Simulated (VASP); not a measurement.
The system is MoS.

```
CELL_PARAMETERS angstrom
0.00000 2.44782 2.44782
2.44782 0.00000 2.44782
2.44782 2.44782 0.00000
ATOMIC_POSITIONS crystal
Mo 0.00000 0.00000 0.00000
S 0.50000 0.50000 0.50000
```

Base run:

| Property | Result |
| --- | --- |
| Program | VASP 6.6.1 |
| Functional | PBEsol |
| Potentials or basis | VASP PAW PBE potentials, release 64 (Mo_sv, S) |
| Cutoff | 520 eV |
| k mesh | 14 × 14 × 14 |
| Occupations | gaussian, width 0.05 eV |
| Spin | collinear spin |
| Starting moments | [3.5, 0.0] μB |
| Hubbard terms | Mo d U = 4.0 eV |

Its results: pressure 26.1 GPa.

Q: The run is repeated on the same cell with these changes: spin from collinear spin to no spin polarisation; further incar settings from ALGO = Normal; EDIFF = 1e-07; NBANDS = 21 to ALGO = Normal; EDIFF = 1e-07; NBANDS = 17. What comes out?

A: Pressure 4.5 GPa.

Caveats: the cell stands under pressure; the PAW data sets were made with another functional, which shifts forces and pressure a little; U without spin polarisation on a metal has little footing (at least some runs).
